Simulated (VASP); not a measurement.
Input of a VASP 6.6.1 run:

File INCAR:

```
SYSTEM = V
ALGO = Normal
EDIFF = 1E-7
ENCUT = 520
GGA = PE
ISIF = 2
ISMEAR = -1
ISPIN = 2
LASPH = .TRUE.
LCHARG = .FALSE.
LMAXMIX = 4
LORBIT = 11
LREAL = .FALSE.
LWAVE = .FALSE.
MAGMOM = 1 1
NBANDS = 24
NELM = 150
PREC = Accurate
SIGMA = 0.05
```

KPOINTS

```
k-points
0
G
  23 23 11
  0 0 0
```

The input POSCAR:

```
V
1.0
    2.7122412007      0.0000000000      0.0000000000
   -1.3561206004      2.3488697810      0.0000000000
    0.0000000000      0.0000000000      4.8647038133
V
2
Direct
    0.3333333333      0.6666666667      0.2500000000
    0.6666666667      0.3333333333      0.7500000000
```

Potentials or basis: VASP PAW PBE potentials, release 64 (V_sv).

The run is started by

```sh
$ cat potpaw_PBE.64/V_sv/POTCAR > POTCAR
$ mpirun -np 1 vasp_std > vasp.out
```

(1) Predict the pressure.

(2) Estimate the net moment.

## Answers

(1) -15.5 GPa.

(2) 0.00 μB per cell.

Caveat: the cell stands under tension.
